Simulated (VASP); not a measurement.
# CaO (Fm-3m) in VASP: further runs

CaO is run at these levels: PBEsol; tasks: single point, relaxation of cell and atoms.

All numbers are computed with VASP 6.6.1; they aren't measurements. Logs are shortened: lines on timing, memory, paths and dates and some standing lists are left out, and cuts for length are marked.

### 1 The cell of the first run

The structure is cubic, space group Fm-3m (No. 225). The conventional cell has a = 4.767 Å, b = 4.767 Å, c = 4.767 Å, α = 90.00°, β = 90.00°, γ = 90.00°. Ca (site symmetry m-3m) has 6 O at 2.38 Å within 3.1 Å. O (site symmetry m-3m) has 6 Ca at 2.38 Å within 3.1 Å.

### 2 Single point, PBEsol

INCAR

```
ALGO = Normal
EDIFF = 1E-7
ENCUT = 520
GGA = PS
ISIF = 2
ISMEAR = 0
LASPH = T
LCHARG = F
LREAL = F
LWAVE = F
NBANDS = 15
NELM = 100
PREC = Accurate
SIGMA = 0.02
```

KPOINTS

```
k-points
0
Gamma
  8 8 8
```

POSCAR

```
CaO
1.0
    0.0000000000      2.3835706936      2.3835706936
    2.3835706936      0.0000000000      2.3835706936
    2.3835706936      2.3835706936      0.0000000000
Ca O
1 1
Direct
    0.0000000000      0.0000000000      0.0000000000
    0.5000000000      0.5000000000      0.5000000000
```

Potentials or basis: VASP PAW PBE potentials, release 64 (Ca_sv, O).

Launch:

```sh
$ cat potpaw_PBE.64/Ca_sv/POTCAR potpaw_PBE.64/O/POTCAR > POTCAR
$ mpirun -np 1 vasp_std > vasp.out
```

OUTCAR:

```text
EDIFF = 1E-7
   ENCUT = 520
   GGA = PS
   ISIF = 2
   ISMEAR = 0
   LASPH = T
   LREAL = F
   NELM = 100
   PREC = Accurate

 ion  position               nearest neighbor table
   1  0.000  0.000  0.000-   2 2.38   2 2.38   2 2.38   2 2.38   2 2.38   2 2.38
   2  0.500  0.500  0.500-   1 2.38   1 2.38   1 2.38   1 2.38   1 2.38   1 2.38

  LATTYP: Found a face centered cubic cell.
 ALAT       =     4.7671413872

  Lattice vectors:

 A1 = (   0.0000000000,   2.3835706936,   2.3835706936)
 A2 = (   2.3835706936,   0.0000000000,   2.3835706936)
 A3 = (   2.3835706936,   2.3835706936,   0.0000000000)

Analysis of symmetry for initial positions (statically):
=====================================================================
 Subroutine PRICEL returns:
 Original cell was already a primitive cell.

 Routine SETGRP: Setting up the symmetry group for a
 face centered cubic supercell.

 Subroutine GETGRP returns: Found 48 space group operations
 (whereof 48 operations were pure point group operations)
 out of a pool of 48 trial point group operations.

The static configuration has the point symmetry O_h .

Analysis of symmetry for dynamics (positions and initial velocities):
=====================================================================
 Subroutine PRICEL returns:
 Original cell was already a primitive cell.

 Routine SETGRP: Setting up the symmetry group for a
 face centered cubic supercell.

 Subroutine GETGRP returns: Found 48 space group operations
 (whereof 48 operations were pure point group operations)
 out of a pool of 48 trial point group operations.

The dynamic configuration has the point symmetry O_h .

 Subroutine INISYM returns: Found 48 space group operations
 (whereof 48 operations are pure point group operations),
 and found     1 'primitive' translations

----------------------------------------------------------------------------------------

                                     Primitive cell

  volume of cell :      27.0841

  direct lattice vectors                    reciprocal lattice vectors
     0.000000000  2.383570694  2.383570694    -0.209769319  0.209769319  0.209769319
     2.383570694  0.000000000  2.383570694     0.209769319 -0.209769319  0.209769319
     2.383570694  2.383570694  0.000000000     0.209769319  0.209769319 -0.209769319

  length of vectors
     3.370878002  3.370878002  3.370878002     0.363331118  0.363331118  0.363331118

  position of ions in fractional coordinates (direct lattice)
     0.000000000  0.000000000  0.000000000
     0.500000000  0.500000000  0.500000000

  ion indices of the primitive-cell ions
   primitive index   ion index
                 1           1
                 2           2

----------------------------------------------------------------------------------------

 KPOINTS: k-points

Automatic generation of k-mesh.
 Grid dimensions read from file:
 generate k-points for:    8    8    8

 Generating k-lattice:

  Cartesian coordinates                     Fractional coordinates (reciprocal lattice)
    -0.026221165  0.026221165  0.026221165     0.125000000  0.000000000  0.000000000
     0.026221165 -0.026221165  0.026221165     0.000000000  0.125000000  0.000000000
     0.026221165  0.026221165 -0.026221165     0.000000000  0.000000000  0.125000000

  Length of vectors
     0.045416390  0.045416390  0.045416390

  Shift w.r.t. Gamma in fractional coordinates (k-lattice)
     0.000000000  0.000000000  0.000000000

 Subroutine IBZKPT returns following result:
 ===========================================

 Found     29 irreducible k-points:

 Following reciprocal coordinates:
            Coordinates               Weight
  0.000000  0.000000  0.000000      1.000000
  0.125000  0.000000  0.000000      8.000000
  0.250000  0.000000  0.000000      8.000000
  0.375000  0.000000  0.000000      8.000000
  0.500000  0.000000  0.000000      4.000000
  0.125000  0.125000  0.000000      6.000000
[... 16 lines left out ...]
  0.500000  0.250000  0.125000     48.000000
 -0.375000  0.250000  0.125000     24.000000
 [... further k-points ...]
   k-points           NKPTS =     29   k-points in BZ     NKDIM =     29   number of bands    NBANDS=     15
   number of dos      NEDOS =    301   number of ions     NIONS =      2
   total plane-waves  NPLWV =  21952
   dimension x,y,z NGX =    28 NGY =   28 NGZ =   28
   dimension x,y,z NGXF=    56 NGYF=   56 NGZF=   56
   ions per type =               1   1
   NGX,Y,Z   is equivalent  to a cutoff of  13.81, 13.81, 13.81 a.u.
   NGXF,Y,Z  is equivalent  to a cutoff of  27.62, 27.62, 27.62 a.u.
 SYSTEM =  unknown system
   PREC   = accura    normal or accurate (medium, high low for compatibility)
   ISTART =      0    job   : 0-new  1-cont  2-samecut
   ICHARG =      2    charge: 1-file 2-atom 10-const
   ISPIN  =      1    spin polarized calculation?
   LNONCOLLINEAR =      F non collinear calculations
   LSORBIT =      F    spin-orbit coupling
   LASPH  =      T    aspherical Exc in radial PAW
   ENCUT  =  520.0 eV  38.22 Ry    6.18 a.u.   6.27  6.27  6.27*2*pi/ulx,y,z
   NELM   =    100;   NELMIN=  2; NELMDL= -5     # of ELM steps
   EDIFF  = 0.1E-06   stopping-criterion for ELM
   LREAL  =      F    real-space projection
   EDIFFG = 0.1E-05   stopping-criterion for IOM
   NSW    =      0    number of steps for IOM
   IBRION =     -1    ionic relax: 0-MD 1-quasi-New 2-CG
   NFREE  =      0    steps in history (QN), initial steepest desc. (CG)
   ISIF   =      2    stress and relaxation
   ISYM   =      2    0-nonsym 1-usesym 2-fastsym
   POTIM  = 0.5000    time-step for ionic-motion
   TEBEG  =    0.0;   TEEND  =   0.0 temperature during run
   PSTRESS=    0.0 pullay stress
   NELECT =      16.0000    total number of electrons
   NUPDOWN=      -1.0000    fix difference up-down
   EMIN   =  10.00;   EMAX   =-10.00  energy-range for DOS
   EFERMI =   0.00;   METHOD = LEGACY
   ISMEAR =     0;   SIGMA  =   0.02  broadening in eV -4-tet -1-fermi 0-gaus
   EFERMI_NEDOS =   21; number of points for ismear=-14 and -15
   IALGO  =     38    algorithm
   IMIX   =      4    mixing-type and parameters
     AMIX     =   0.40;   BMIX     =  1.00
     AMIX_MAG =   1.60;   BMIX_MAG =  1.00
  volume/ion in A,a.u.               =      13.54        91.39
  Fermi-wavevector in a.u.,A,eV,Ry     =   1.373652  2.595826 25.673111  1.886920
  Thomas-Fermi vector in A             =   2.499150
   LORBIT       =      0    0 simple, 1 ext, 2 COOP (PROOUT), +10 PAW based schemes
   GGA     = PS    functional components
   LHFCALC =     F    Hartree Fock is set to
   AEXX    =    0.0000 exact exchange contribution
   IVDW    =     0    specifies the selected vdW correction
   LEPSILON=     F    determine dielectric tensor
   LRPA    =     F    only Hartree local field effects (RPA)
 non-spin polarized calculation
 Gauss-broadening in eV      SIGMA  =   0.02
  energy-cutoff  :      520.00
  volume of cell :       27.08
 maximum number of plane-waves:       745
 NGX is ok and might be reduce to    28
   NGX = 13   NGY = 13   NGZ = 13

 number of electron      15.9999997 magnetization

 Free energy of the ion-electron system (eV)
  ---------------------------------------------------
  ext. energy  EPLUGINS =         0.00000000
  ---------------------------------------------------
  free energy    TOTEN  =       -13.41079791 eV

  energy without entropy =      -13.41079791  energy(sigma->0) =      -13.41079791

 E-fermi :   2.5607     XC(G=0): -10.8589

 val. band max:        2.3354856313   @ k =   0.0000   0.0000   0.0000
 cond. band min:       5.8576454765   @ k =   0.5000   0.5000   0.0000
 fundamental gap:      3.5221598452
 Fermi energy:         2.5606553035

 k-point     1 :       0.0000    0.0000    0.0000
  band No.  band energies     occupation
      1     -34.9519      2.00000
      2     -15.7739      2.00000
      3     -15.7739      2.00000
      4     -15.7739      2.00000
      5     -13.1569      2.00000
      6       2.3355      2.00000
      7       2.3355      2.00000
      8       2.3355      2.00000
      9       7.0997      0.00000
     10       8.5857      0.00000
     11       8.5857      0.00000
     12       8.5857      0.00000
     13      10.1665      0.00000
     14      10.1665      0.00000
     15      17.3162      0.00000

 k-point     2 :       0.1250    0.0000    0.0000
  band No.  band energies     occupation
      1     -34.9347      2.00000
      2     -16.0261      2.00000
      3     -15.7826      2.00000
      4     -15.7826      2.00000
      5     -12.8953      2.00000
      6       1.7772      2.00000
      7       2.1116      2.00000
      8       2.1116      2.00000
      9       7.7968      0.00000
     10       8.5399      0.00000
     11       8.8637      0.00000
     12       8.8637      0.00000
     13      10.5556      0.00000
     14      10.5556      0.00000
     15      17.9589      0.00000

 k-point     3 :       0.2500    0.0000    0.0000
  band No.  band energies     occupation
      1     -34.8926      2.00000
      2     -16.5108      2.00000
      3     -15.8036      2.00000
      4     -15.8036      2.00000
      5     -12.3861      2.00000
      6       0.7344      2.00000
      7       1.6346      2.00000
      8       1.6346      2.00000
      9       8.6021      0.00000
     10       9.2799      0.00000
     11       9.5949      0.00000
     12       9.5949      0.00000
     13      11.4896      0.00000
     14      11.4896      0.00000
     15      18.4310      0.00000

 k-point     4 :       0.3750    0.0000    0.0000
  band No.  band energies     occupation
      1     -34.8501      2.00000
      2     -16.9019      2.00000
      3     -15.8243      2.00000
      4     -15.8243      2.00000
      5     -11.9667      2.00000
      6      -0.1048      2.00000
      7       1.2222      2.00000
      8       1.2222      2.00000
      9       9.0909      0.00000
     10      10.4464      0.00000
     11      10.4464      0.00000
     12      10.4837      0.00000
     13      12.5079      0.00000
     14      12.5079      0.00000
     15      17.3879      0.00000
[... 307 lines left out ...]
 k-point    22 :       0.3750    0.2500    0.1250
  band No.  band energies     occupation
      1     -34.8619      2.00000
      2     -16.5525      2.00000
      3     -15.9529      2.00000
      4     -15.8441      2.00000
      5     -12.3417      2.00000
      6       0.4409      2.00000
      7       1.5156      2.00000
      8       1.8022      2.00000
      9       7.6805      0.00000
     10       9.5303      0.00000
     11      10.3244      0.00000
     12      10.6721      0.00000
     13      11.4721      0.00000
     14      12.7121      0.00000
     15      18.9413      0.00000

 k-point    23 :       0.5000    0.2500    0.1250
  band No.  band energies     occupation
      1     -34.8282      2.00000
      2     -16.7229      2.00000
      3     -16.0260      2.00000
      4     -15.8859      2.00000
      5     -12.1861      2.00000
      6       0.2568      2.00000
      7       1.2133      2.00000
      8       1.4623      2.00000
      9       8.2101      0.00000
     10       9.9170      0.00000
     11      10.9531      0.00000
     12      11.0727      0.00000
     13      12.4816      0.00000
     14      13.6435      0.00000
     15      17.3282      0.00000

 k-point    24 :      -0.3750    0.2500    0.1250
  band No.  band energies     occupation
      1     -34.8142      2.00000
      2     -16.7913      2.00000
      3     -16.0429      2.00000
      4     -15.9147      2.00000
      5     -12.1268      2.00000
      6       0.2032      2.00000
      7       1.1652      2.00000
      8       1.2294      2.00000
      9       9.1361      0.00000
     10       9.1995      0.00000
     11      11.2662      0.00000
     12      11.4686      0.00000
     13      12.7920      0.00000
     14      14.4418      0.00000
     15      16.4089      0.00000

 [... further k-points ...]

------------------------ aborting loop because EDIFF is reached ----------------------------------------

  FORCE on cell =-STRESS in cart. coord.  units (eV):
  Direction    XX          YY          ZZ          XY          YZ          ZX
  --------------------------------------------------------------------------------------
  -------------------------------------------------------------------------------------
  Total        0.1106379      0.1106379      0.1106379      0.0000000     -0.0000000     -0.0000000
  in kB        6.5448591      6.5448591      6.5448591      0.0000000     -0.0000000     -0.0000000
  external PRESSURE =       6.5448591 kB  Pullay stress =       0.0000000 kB

 VOLUME and BASIS-vectors are now :
 -----------------------------------------------------------------------------
  energy-cutoff  :      520.00
  volume of cell :       27.08
      direct lattice vectors                 reciprocal lattice vectors
     0.000000000  2.383570694  2.383570694    -0.209769319  0.209769319  0.209769319
     2.383570694  0.000000000  2.383570694     0.209769319 -0.209769319  0.209769319
     2.383570694  2.383570694  0.000000000     0.209769319  0.209769319 -0.209769319

 POSITION                                       TOTAL-FORCE (eV/Angst)
 -----------------------------------------------------------------------------------
      0.00000      0.00000      0.00000         0.000000     -0.000000      0.000000
      2.38357      2.38357      2.38357        -0.000000      0.000000     -0.000000
 -----------------------------------------------------------------------------------
    total drift:                                0.000000      0.000000      0.000000

  FREE ENERGIE OF THE ION-ELECTRON SYSTEM (eV)
  ---------------------------------------------------
  free  energy   TOTEN  =       -13.4107979102 eV

  energy  without entropy=      -13.4107979102  energy(sigma->0) =      -13.41079791
```

Wall time 13 s (1 thread of Intel Xeon 6975P-C, shared host); peak memory 0.16 GiB.

Results:

```
Free energy            : -13.4108 eV
Pressure               : 0.7 GPa
Band gap on the k mesh : 3.52 eV, indirect (least direct gap 3.89 eV)
```

Levels at points of the mesh, in eV from the valence-band top:
| k point | band 6 | band 7 | band 8 | band 9 | band 10 | band 11 |
| --- | --- | --- | --- | --- | --- | --- |
| (0.00, 0.00, 0.00) | 0.00 | 0.00 | 0.00 | 4.76 | 6.25 | 6.25 |
| (0.50, 0.00, 0.00) | -2.75 | -1.27 | -1.27 | 7.13 | 8.51 | 8.51 |
| (0.50, 0.50, 0.00) | -1.31 | -0.37 | -0.37 | 3.52 | 8.23 | 9.07 |

Caveat: the PAW data sets were made with another functional, which shifts forces and pressure a little.

### 3 Relaxation of cell and atoms, PBEsol

This run uses another cell than the first one, of 13.94 Å³/atom, 1.029 times its volume.

INCAR

```
SYSTEM = CaO
ALGO = Normal
EDIFF = 1E-6
EDIFFG = -0.005
ENCUT = 600
GGA = PS
IBRION = 2
ISIF = 3
ISMEAR = 0
LASPH = .True.
LCHARG = .False.
LREAL = .False.
LWAVE = .False.
NELM = 100
NSW = 100
PREC = Accurate
SIGMA = 0.02
```

KPOINTS

```
k-points
0
Gamma
  8 8 8
  0 0 0
```

POSCAR

```
CaO
1.0
    0.0000000000      2.4065000000      2.4065000000
    2.4065000000      0.0000000000      2.4065000000
    2.4065000000      2.4065000000      0.0000000000
Ca O
1 1
Direct
    0.0000000000      0.0000000000      0.0000000000
    0.5000000000      0.5000000000      0.5000000000
```

Potentials or basis: VASP PAW PBE potentials, release 64 (Ca_sv, O).

Launch:

```sh
$ cat potpaw_PBE.64/Ca_sv/POTCAR potpaw_PBE.64/O/POTCAR > POTCAR
$ mpirun -np 1 vasp_std > vasp.out
```

It took 19 s on 1 thread of Intel Xeon 6975P-C, shared host; peak memory 0.17 GiB.

It converged, with:

- Free energy: -13.4146 eV
- Relaxed volume: 13.61 Å³/atom
- Relaxed cell: a = 3.376 Å, b = 3.376 Å, c = 3.376 Å, α = 60.00°, β = 60.00°, γ = 60.00°
- Space group after relaxing (to 0.05 Å): Fm-3m (No. 225)
- Energy gained by relaxing: 2.8 meV/atom
- Ionic steps: 3
- Pressure after relaxing: 0.0 GPa
- Band gap on the k mesh: 3.53 eV, indirect (least direct gap 3.90 eV)

Step by step:
| step | energy change (eV) | largest force (eV/Å) | pressure (GPa) | volume (Å³) |
| --- | --- | --- | --- | --- |
| 1 | 0.0000 | 0.0000 | -2.61 | 27.87 |
| 2 | -0.0047 | 0.0000 | 1.07 | 26.97 |
| 3 | -0.0055 | 0.0000 | 0.00 | 27.21 |

Final structure:
```yaml
crystal:
  lattice:
    - [0.00000, 2.38733, 2.38733]
    - [2.38733, 0.00000, 2.38733]
    - [2.38733, 2.38733, 0.00000]
  atoms:
    - { symbol: Ca, position: [0.00000, 0.00000, 0.00000] }
    - { symbol: O, position: [0.50000, 0.50000, 0.50000] }
```

Levels at points of the mesh, in eV from the valence-band top:
```tsv
k point	band 4	band 5	band 6	band 7	band 8	band 9	band 10	band 11	band 12
(0.00, 0.00, 0.00)	-18.13	-15.48	0.00	0.00	0.00	4.73	6.24	6.24	6.24
(0.50, 0.00, 0.00)	-18.19	-14.16	-2.74	-1.26	-1.26	7.11	8.48	8.49	8.49
(0.50, 0.50, 0.00)	-18.38	-15.24	-1.31	-0.37	-0.37	3.53	8.19	9.04	9.73
```

Caveat: the PAW data sets were made with another functional, which shifts forces and pressure a little. PBEsol gaps usually lie below the measured ones, often by a third to a half.
